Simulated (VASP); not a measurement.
# Sb (Pm-3m) in VASP: a series of runs

Sb is run at these levels: r2SCAN; tasks: single point, relaxation of cell and atoms.

Everything below comes from runs of VASP 6.6.1. Logs are shortened: lines on timing, memory, paths and dates and some standing lists are left out, and cuts for length are marked.

## 1. The cell of the first run

It takes space group Pm-3m (No. 221, cubic). Conventional cell: a = 3.083 Å, b = 3.083 Å, c = 3.083 Å, α = 90.00°, β = 90.00°, γ = 90.00°. Within 4.1 Å of Sb (site symmetry m-3m) lie 6 Sb at 3.08 Å.

## 2. Single point, r2SCAN

POSCAR

```
Sb
1.0
    3.0828068652      0.0000000000      0.0000000000
    0.0000000000      3.0828068652      0.0000000000
    0.0000000000      0.0000000000      3.0828068652
Sb
1
Direct
    0.0000000000      0.0000000000      0.0000000000
```

INCAR.step1

```
SYSTEM = Sb
ALGO = Normal ; EDIFF = 1E-4
ENCUT = 520 ; GGA = PE
ISMEAR = -1 ; LASPH = .True.
LCHARG = .False. ; LREAL = .False.
LWAVE = .True. ; NBANDS = 8
NELM = 80 ; PREC = Accurate
SIGMA = 0.1
```

INCAR.step2

```
SYSTEM = Sb
ALGO = Normal ; EDIFF = 1E-6
ENCUT = 520 ; ISIF = 2
ISMEAR = -1 ; ISTART = 1
LASPH = .True. ; LCHARG = .True.
LELF = .True. ; LMIXTAU = .True.
LREAL = .False. ; LVHAR = .True.
LWAVE = .False. ; METAGGA = R2SCAN
NBANDS = 8 ; NELM = 80
PREC = Accurate ; SIGMA = 0.1
```

KPOINTS

```
k-points
0
Gamma
  17 17 17
  0 0 0
```

Potentials or basis: VASP PAW PBE potentials, release 64 (Sb).

Run with:

```sh
cat potpaw_PBE.64/Sb/POTCAR > POTCAR
cp INCAR.step1 INCAR
mpirun -np 1 vasp_std > vasp.out
cp INCAR.step2 INCAR
mpirun -np 1 vasp_std > vasp.out
```

OUTCAR:

```text
SYSTEM = Sb
   EDIFF = 1E-6
   ENCUT = 520
   ISIF = 2
   ISMEAR = -1
   ISTART = 1
   LASPH = .True.
   LREAL = .False.
   METAGGA = R2SCAN
   NELM = 80
   PREC = Accurate

 ion  position               nearest neighbor table
   1  0.000  0.000  0.000-

  LATTYP: Found a simple cubic cell.
 ALAT       =     3.0828068652

  Lattice vectors:

 A1 = (   3.0828068652,   0.0000000000,   0.0000000000)
 A2 = (   0.0000000000,   3.0828068652,   0.0000000000)
 A3 = (   0.0000000000,   0.0000000000,   3.0828068652)

Analysis of symmetry for initial positions (statically):
=====================================================================
 Subroutine PRICEL returns:
 Original cell was already a primitive cell.

 Routine SETGRP: Setting up the symmetry group for a
 simple cubic supercell.

 Subroutine GETGRP returns: Found 48 space group operations
 (whereof 48 operations were pure point group operations)
 out of a pool of 48 trial point group operations.

The static configuration has the point symmetry O_h .

Analysis of symmetry for dynamics (positions and initial velocities):
=====================================================================
 Subroutine PRICEL returns:
 Original cell was already a primitive cell.

 Routine SETGRP: Setting up the symmetry group for a
 simple cubic supercell.

 Subroutine GETGRP returns: Found 48 space group operations
 (whereof 48 operations were pure point group operations)
 out of a pool of 48 trial point group operations.

The dynamic configuration has the point symmetry O_h .

 Subroutine INISYM returns: Found 48 space group operations
 (whereof 48 operations are pure point group operations),
 and found     1 'primitive' translations

----------------------------------------------------------------------------------------

                                     Primitive cell

  volume of cell :      29.2981

  direct lattice vectors                    reciprocal lattice vectors
     3.082806865  0.000000000  0.000000000     0.324379711  0.000000000  0.000000000
     0.000000000  3.082806865  0.000000000     0.000000000  0.324379711  0.000000000
     0.000000000  0.000000000  3.082806865     0.000000000  0.000000000  0.324379711

  length of vectors
     3.082806865  3.082806865  3.082806865     0.324379711  0.324379711  0.324379711

  position of ions in fractional coordinates (direct lattice)
     0.000000000  0.000000000  0.000000000

  ion indices of the primitive-cell ions
   primitive index   ion index
                 1           1

----------------------------------------------------------------------------------------

 KPOINTS: k-points

Automatic generation of k-mesh.
 Grid dimensions read from file:
 generate k-points for:   17   17   17

 Generating k-lattice:

  Cartesian coordinates                     Fractional coordinates (reciprocal lattice)
     0.019081159  0.000000000  0.000000000     0.058823529  0.000000000  0.000000000
     0.000000000  0.019081159  0.000000000     0.000000000  0.058823529  0.000000000
     0.000000000  0.000000000  0.019081159     0.000000000  0.000000000  0.058823529

  Length of vectors
     0.019081159  0.019081159  0.019081159

  Shift w.r.t. Gamma in fractional coordinates (k-lattice)
     0.000000000  0.000000000  0.000000000

 Subroutine IBZKPT returns following result:
 ===========================================

 Found    165 irreducible k-points:

 Following reciprocal coordinates:
            Coordinates               Weight
  0.000000  0.000000  0.000000      1.000000
  0.058824  0.000000  0.000000      6.000000
  0.117647  0.000000  0.000000      6.000000
  0.176471  0.000000  0.000000      6.000000
  0.235294  0.000000  0.000000      6.000000
  0.294118  0.000000  0.000000      6.000000
[... 16 lines left out ...]
  0.411765  0.117647  0.000000     24.000000
  0.470588  0.117647  0.000000     24.000000
 [... further k-points ...]
   k-points           NKPTS =    165   k-points in BZ     NKDIM =    165   number of bands    NBANDS=      8
   number of dos      NEDOS =    301   number of ions     NIONS =      1
   total plane-waves  NPLWV =  13824
   dimension x,y,z NGX =    24 NGY =   24 NGZ =   24
   dimension x,y,z NGXF=    48 NGYF=   48 NGZF=   48
   ions per type =               1
   NGX,Y,Z   is equivalent  to a cutoff of  12.94, 12.94, 12.94 a.u.
   NGXF,Y,Z  is equivalent  to a cutoff of  25.88, 25.88, 25.88 a.u.
 SYSTEM =  Sb
   PREC   = accura    normal or accurate (medium, high low for compatibility)
   ISTART =      1    job   : 0-new  1-cont  2-samecut
   ICHARG =      0    charge: 1-file 2-atom 10-const
   ISPIN  =      1    spin polarized calculation?
   LNONCOLLINEAR =      F non collinear calculations
   LSORBIT =      F    spin-orbit coupling
   LASPH  =      T    aspherical Exc in radial PAW
   ENCUT  =  520.0 eV  38.22 Ry    6.18 a.u.   5.73  5.73  5.73*2*pi/ulx,y,z
   NELM   =     80;   NELMIN=  2; NELMDL=  0     # of ELM steps
   EDIFF  = 0.1E-05   stopping-criterion for ELM
   LREAL  =      F    real-space projection
   EDIFFG = 0.1E-04   stopping-criterion for IOM
   NSW    =      0    number of steps for IOM
   IBRION =     -1    ionic relax: 0-MD 1-quasi-New 2-CG
   NFREE  =      0    steps in history (QN), initial steepest desc. (CG)
   ISIF   =      2    stress and relaxation
   ISYM   =      2    0-nonsym 1-usesym 2-fastsym
   POTIM  = 0.5000    time-step for ionic-motion
   TEBEG  =    0.0;   TEEND  =   0.0 temperature during run
   PSTRESS=    0.0 pullay stress
   NELECT =       5.0000    total number of electrons
   NUPDOWN=      -1.0000    fix difference up-down
   EMIN   =  10.00;   EMAX   =-10.00  energy-range for DOS
   EFERMI =   0.00;   METHOD = LEGACY
   ISMEAR =    -1;   SIGMA  =   0.10  broadening in eV -4-tet -1-fermi 0-gaus
   EFERMI_NEDOS =   21; number of points for ismear=-14 and -15
   IALGO  =     38    algorithm
   IMIX   =      4    mixing-type and parameters
     AMIX     =   0.40;   BMIX     =  1.00
     AMIX_MAG =   1.60;   BMIX_MAG =  1.00
  volume/ion in A,a.u.               =      29.30       197.71
  Fermi-wavevector in a.u.,A,eV,Ry     =   0.908068  1.716000 11.219201  0.824588
  Thomas-Fermi vector in A             =   2.031951
   LORBIT       =      0    0 simple, 1 ext, 2 COOP (PROOUT), +10 PAW based schemes
   METAGGA = R2SCAN    functional components
   LHFCALC =     F    Hartree Fock is set to
   AEXX    =    0.0000 exact exchange contribution
   IVDW    =     0    specifies the selected vdW correction
   LEPSILON=     F    determine dielectric tensor
   LRPA    =     F    only Hartree local field effects (RPA)
 non-spin polarized calculation
  energy-cutoff  :      520.00
  volume of cell :       29.30
 maximum number of plane-waves:       804
 NGX is ok and might be reduce to    24
   NGX = 11   NGY = 11   NGZ = 11

 number of electron       4.9999999 magnetization

 Free energy of the ion-electron system (eV)
  ---------------------------------------------------
  ext. energy  EPLUGINS =         0.00000000
  ---------------------------------------------------
  free energy    TOTEN  =       -25.64683766 eV

  energy without entropy =      -25.62964348  energy(sigma->0) =      -25.63824057

 E-fermi :   7.2918     XC(G=0): -10.1901

 val. band max:        7.2721730616   @ k =   0.3529   0.2353   0.0588
 cond. band min:       7.2949155362   @ k =   0.1765   0.1176   0.0588
 fundamental gap:      0.0227424746
 Fermi energy:         7.2917935697

 k-point     1 :       0.0000    0.0000    0.0000
  band No.  band energies     occupation
      1      -5.8309      2.00000
      2      10.7787      0.00000
      3      10.7787      0.00000
      4      10.7787      0.00000
      5      14.5520      0.00000
      6      14.5520      0.00000
      7      16.5524      0.00000
      8      25.8434      0.00000

 k-point     2 :       0.0588    0.0000    0.0000
  band No.  band energies     occupation
      1      -5.7769      2.00000
      2      10.0508      0.00000
      3      10.8326      0.00000
      4      10.8326      0.00000
      5      14.5938      0.00000
      6      15.0822      0.00000
      7      16.8634      0.00000
      8      25.3412      0.00000

 k-point     3 :       0.1176    0.0000    0.0000
  band No.  band energies     occupation
      1      -5.6157      2.00000
      2       8.6127      0.00000
      3      10.9916      0.00000
      4      10.9916      0.00000
      5      14.7187      0.00000
      6      15.7184      0.00000
      7      17.9996      0.00000
      8      24.3743      0.00000

 k-point     4 :       0.1765    0.0000    0.0000
  band No.  band energies     occupation
      1      -5.3504      2.00000
      2       7.0546      1.82937
      3      11.2476      0.00000
      4      11.2476      0.00000
      5      14.9247      0.00000
      6      16.1124      0.00000
      7      19.6956      0.00000
      8      23.3121      0.00000

 k-point     5 :       0.2353    0.0000    0.0000
  band No.  band energies     occupation
      1      -4.9878      2.00000
      2       5.5425      2.00000
      3      11.5849      0.00000
      4      11.5849      0.00000
      5      15.2076      0.00000
      6      16.4888      0.00000
      7      21.4681      0.00000
      8      22.2586      0.00000
[... 177 lines left out ...]
 k-point    22 :       0.3529    0.1176    0.0000
  band No.  band energies     occupation
      1      -3.8279      2.00000
      2       3.1209      2.00000
      3      10.2720      0.00000
      4      12.6015      0.00000
      5      16.6363      0.00000
      6      17.2718      0.00000
      7      19.5440      0.00000
      8      20.5688      0.00000

 k-point    23 :       0.4118    0.1176    0.0000
  band No.  band energies     occupation
      1      -3.3456      2.00000
      2       2.1466      2.00000
      3      10.6628      0.00000
      4      12.9556      0.00000
      5      16.3948      0.00000
      6      17.3115      0.00000
      7      19.6273      0.00000
      8      19.9097      0.00000

 k-point    24 :       0.4706    0.1176    0.0000
  band No.  band energies     occupation
      1      -3.0182      2.00000
      2       1.5713      2.00000
      3      10.9094      0.00000
      4      13.1694      0.00000
      5      16.0240      0.00000
      6      17.6578      0.00000
      7      19.4370      0.00000
      8      19.5422      0.00000

 [... further k-points ...]
[... 5 lines left out ...]
  --------------------------------------------------------------------------------------
  -------------------------------------------------------------------------------------
  Total        0.0507167      0.0507167      0.0507167     -0.0000000     -0.0000000     -0.0000000
  in kB        2.7734647      2.7734647      2.7734647     -0.0000000     -0.0000000     -0.0000000
  external PRESSURE =       2.7734647 kB  Pullay stress =       0.0000000 kB

 VOLUME and BASIS-vectors are now :
 -----------------------------------------------------------------------------
  energy-cutoff  :      520.00
  volume of cell :       29.30
      direct lattice vectors                 reciprocal lattice vectors
     3.082806865  0.000000000  0.000000000     0.324379711  0.000000000  0.000000000
     0.000000000  3.082806865  0.000000000     0.000000000  0.324379711  0.000000000
     0.000000000  0.000000000  3.082806865     0.000000000  0.000000000  0.324379711

 POSITION                                       TOTAL-FORCE (eV/Angst)
 -----------------------------------------------------------------------------------
      0.00000      0.00000      0.00000         0.000000      0.000000      0.000000
 -----------------------------------------------------------------------------------
    total drift:                               -0.000000      0.000000      0.000000

  FREE ENERGIE OF THE ION-ELECTRON SYSTEM (eV)
  ---------------------------------------------------
  free  energy   TOTEN  =       -25.6468376596 eV

  energy  without entropy=      -25.6296434841  energy(sigma->0) =      -25.63824057
```

Run time: 51 s. Hardware: 1 thread of Intel Xeon 6975P-C, shared host; peak memory 0.17 GiB.

Results:

```yaml
Free_energy: -25.6468 eV
Pressure: 0.3 GPa
```

Caveat: the PAW data sets were made with another functional, which shifts forces and pressure a little; spin-orbit coupling is left out, which moves the levels of the heavy elements.

## 3. Relaxation of cell and atoms, r2SCAN

This run uses another cell than the first one, of 29.36 Å³/atom, 1.002 times its volume.

POSCAR

```
Sb
1.0
    3.0848839383      0.0000000000      0.0000000000
    0.0000000000      3.0848839383      0.0000000000
    0.0000000000      0.0000000000      3.0848839383
Sb
1
Direct
    0.0000000000      0.0000000000      0.0000000000
```

INCAR.step1

```
SYSTEM = Sb
ALGO = Normal
EDIFF = 1E-4
ENCUT = 600
GGA = PE
ISMEAR = -1
LASPH = .TRUE.
LCHARG = .FALSE.
LREAL = .FALSE.
LWAVE = .TRUE.
NELM = 100
PREC = Accurate
SIGMA = 0.1
```

INCAR.step2

```
SYSTEM = Sb
ALGO = Normal
EDIFF = 1E-6
EDIFFG = -0.01
ENCUT = 600
IBRION = 2
ISIF = 3
ISMEAR = -1
ISTART = 1
LASPH = .TRUE.
LCHARG = .FALSE.
LMIXTAU = .TRUE.
LREAL = .FALSE.
LWAVE = .FALSE.
METAGGA = R2SCAN
NELM = 100
NSW = 80
PREC = Accurate
SIGMA = 0.1
```

KPOINTS

```
k-points
0
G
  10 10 10
  0 0 0
```

Potentials or basis: VASP PAW PBE potentials, release 64 (Sb).

Run with:

```sh
cat potpaw_PBE.64/Sb/POTCAR > POTCAR
cp INCAR.step1 INCAR
mpirun -np 1 vasp_std > vasp.out
cp INCAR.step2 INCAR
mpirun -np 1 vasp_std > vasp.out
```

It took 69 s on 1 thread of Intel Xeon 6975P-C, shared host; peak memory 0.17 GiB.

Results (log left out):

| Item | Value |
| --- | --- |
| Free energy | -25.6636 eV |
| Relaxed volume | 29.31 Å³/atom |
| Relaxed cell | a = 3.083 Å, b = 3.083 Å, c = 3.083 Å, α = 90.00°, β = 90.00°, γ = 90.00° |
| Space group after relaxing (to 0.05 Å) | Pm-3m (No. 221) |
| Energy gained by relaxing | 0.0 meV/atom |
| Ionic steps | 3 |
| Pressure after relaxing | 0.0 GPa |

Final structure:
```yaml
crystal:
  lattice:
    - [3.08325, 0.00000, 0.00000]
    - [0.00000, 3.08325, 0.00000]
    - [0.00000, 0.00000, 3.08325]
  atoms:
    - { symbol: Sb, position: [0.00000, 0.00000, 0.00000] }
```

Levels at points of the mesh, in eV from the Fermi level:
| k point | band 1 | band 2 | band 3 | band 4 | band 5 | band 6 |
| --- | --- | --- | --- | --- | --- | --- |
| (0.00, 0.00, 0.00) | -13.05 | 3.55 | 3.55 | 3.55 | 7.33 | 7.33 |
| (0.50, 0.00, 0.00) | -10.41 | -5.93 | 5.75 | 5.75 | 9.45 | 11.45 |
| (0.50, 0.50, 0.00) | -7.55 | -3.80 | -3.80 | 2.48 | 8.03 | 13.71 |
| (0.50, 0.50, 0.50) | -4.28 | -1.78 | -1.78 | -1.78 | 5.22 | 5.22 |

Caveat: the PAW data sets were made with another functional, which shifts forces and pressure a little; spin-orbit coupling is left out, which moves the levels of the heavy elements.

(Continued in part 2 of 2.)
